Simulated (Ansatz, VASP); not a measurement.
Two plane-wave programs on Nb

Contents of INCAR:

```
SYSTEM = Nb
  PREC = Accurate
  ENCUT = 520
  EDIFF = 1E-6
  ISMEAR = -1
  SIGMA = 0.05
  LREAL = .False.
  LASPH = .True.
  NELM = 150
  ALGO = Fast
  ISIF = 2
  LWAVE = .False.
  LCHARG = .False.
  LMAXMIX = 4
  LDAU = .True.
  LDAUTYPE = 2
  LDAUL = 2
  LDAUU = 2
  LDAUJ = 0
  LDAUPRINT = 1
  NBANDS = 12
```

KPOINTS

```
Automatic mesh
0
Gamma
  11 11 11
  0 0 0
```

POSCAR

```
Nb
1.0
    0.0000000000      2.0570253675      2.0570253675
    2.0570253675      0.0000000000      2.0570253675
    2.0570253675      2.0570253675      0.0000000000
Nb
1
Direct
    0.0000000000      0.0000000000      0.0000000000
```

input.yaml

```yaml
crystal:
  lattice:
    - [0.0, 2.0570253675, 2.0570253675]
    - [2.0570253675, 0.0, 2.0570253675]
    - [2.0570253675, 2.0570253675, 0.0]
  atoms:
    - { symbol: Nb, position: [0.0, 0.0, 0.0] }
hamiltonian:
  xc: lda
  pseudopotentials: { kind: paw, accuracy: stringent, xc_functional: pbe }
  hubbard: { sites: [{ species: Nb, l: d, u_eff: 2.0 }] }
kpoints:
  mp_grid: { grid: [11, 11, 11] }
scf:
  occupations: { method: fermi_dirac, width: 0.05 }
output:
  forces: true
  stress: true
  eigenvalues: true
```

Alike in both runs: task single point; functional LDA; k mesh 11 × 11 × 11; occupations fermi-dirac, width 0.05 eV; no spin polarisation; Hubbard terms Nb d U = 2.0 eV.

|  | VASP | Ansatz |
| --- | --- | --- |
| version | VASP 6.6.1 | Ansatz 0.2.0 |
| potentials or method | VASP PAW LDA potentials, release 64 (Nb_sv) | SSSP precision PAW |
| plane-wave cutoff (eV) | 520 | 544 |
| valence electrons in the cell | 13 | 13 |

```tsv
	VASP	Ansatz	Ansatz less VASP
gap on the k mesh at the Fermi level (eV)	none	none	-
pressure (GPa)	9.2	4.5	-4.64
```

LDA's correlation is that of Perdew and Zunger in VASP and of Perdew and Wang (1992) in Ansatz. The programs project onto different local orbitals, so the same U acts differently, and such runs can settle in different states. A gap of «none» marks a metal or a gap that the smearing closes.
